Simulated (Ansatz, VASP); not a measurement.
# One calculation of Si3C2, two programs

```
Si C
1.0
     6.49267    0.00000    0.00000
    -3.24633    5.62282    0.00000
     0.00000    0.00000    2.48178
Si C
3 2
Cartesian
  3.2463 0.0000 1.2409
  -1.6232 2.8114 1.2409
  1.6232 2.8114 1.2409
  0.0000 3.7485 1.2409
  3.2463 1.8743 1.2409
```

Alike in both runs: functional PBE; k mesh 6 × 6 × 4; occupations gaussian, width 0.1 eV; no spin polarisation.

Ansatz relaxed the structure, and its values are those at the end. VASP's run is a single point on that final structure, the one shown.

|  | VASP | Ansatz |
| --- | --- | --- |
| version | VASP 6.6.1 | Ansatz 0.2.0 |
| potentials or method | VASP PAW PBE potentials, release 64 (Si, C), cutoff 520 eV | scalar-relativistic, plane waves, PAW |
| valence electrons in the cell | 20 | 20 |

```tsv
	VASP	Ansatz	Ansatz less VASP
gap on the k mesh at the Fermi level (eV)	none	none	-
pressure (GPa)	0.1	0.1	+0.01
```

A gap of «none» marks a metal or a gap that the smearing closes.

The k mesh is coarse, so the values compare programs but aren't converged.
